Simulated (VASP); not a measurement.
A run of VASP 6.6.1 is set up as follows.

INCAR

```
PREC     = Accurate       # precision mode
ENCUT    = 600            # plane-wave cutoff, eV
EDIFF    = 1E-6           # SCF threshold, eV
ISMEAR   = 0              # smearing method
SIGMA    = 0.1            # smearing width, eV
LREAL    = False          # projectors in reciprocal space
LASPH    = True           # aspherical terms in the spheres
NELM     = 100            # most SCF steps
ALGO     = Normal         # electronic algorithm
ISIF     = 3              # what is computed and relaxed
LWAVE    = False          # write WAVECAR
LCHARG   = False          # write CHGCAR
GGA      = PE             # functional
IVDW     = 12             # dispersion correction
IBRION   = 2              # ionic algorithm
NSW      = 100            # ionic steps
EDIFFG   = -0.005         # ionic threshold
```

File KPOINTS:

```
regular mesh
0
Gamma
  10 10 6
```

File POSCAR:

```
K
1.0
    2.4379623500     -4.0476104500      0.0000000000
    2.4379623500      4.0476104500      0.0000000000
    0.0000000000      0.0000000000      7.8117980100
K
2
Direct
    0.8206130200      0.1793869800      0.2500000000
    0.1793869800      0.8206130200      0.7500000000
```

Potentials or basis: VASP PAW PBE potentials, release 64 (K_sv).

Run with:

```sh
$ cat potpaw_PBE.64/K_sv/POTCAR > POTCAR
$ mpirun -np 1 vasp_std > vasp.out
```

Task: What does it give for the space group after relaxing (to 0.1 Å)?

Result: Cmcm (No. 63).

Task: What does it give for the relaxed volume?

Result: 68.99 Å³/atom.

Task: Estimate the dispersion energy per atom.

Result: -0.121 eV.

Forces in eV/Å, atoms in the order of the input:
```
K    0.000 -0.005  0.000
K    0.000  0.005  0.000
```
